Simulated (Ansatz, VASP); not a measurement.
Ge in VASP and in Ansatz

```xyz
2
Lattice="1.5178 -2.6466 0.0000 1.5178 2.6466 0.0000 0.0000 0.0000 4.7276" Properties=species:S:1:pos:R:3 pbc="T T T"
Ge    1.5178   -0.8816    1.1819
Ge    1.5178    0.8816    3.5457
```

Change from the starting cell: strain +0.0200 x Voigt [1, 1, 0, 0, 0, 0], atoms carried along.

Alike in both runs: task single point; functional PBEsol; k mesh 18 × 18 × 10; occupations gaussian, width 0.15 eV; no spin polarisation.

|  | VASP | Ansatz |
| --- | --- | --- |
| version | VASP 6.6.1 | Ansatz 0.2.0 |
| potentials or method | VASP PAW PBE potentials, release 64 (Ge_d), cutoff 520 eV | scalar-relativistic, plane waves, PAW |
| valence electrons in the cell | 28 | 28 |

```tsv
	VASP	Ansatz	Ansatz less VASP
gap on the k mesh at the Fermi level (eV)	none	none	-
pressure (GPa)	-2.3	-2.3	-0.03
traceless stress, the component that is largest in VASP (GPa)	0.82	0.82	-0.003
```

VASP's potentials were made for PBE, not for PBEsol. A gap of «none» marks a metal or a gap that the smearing closes.
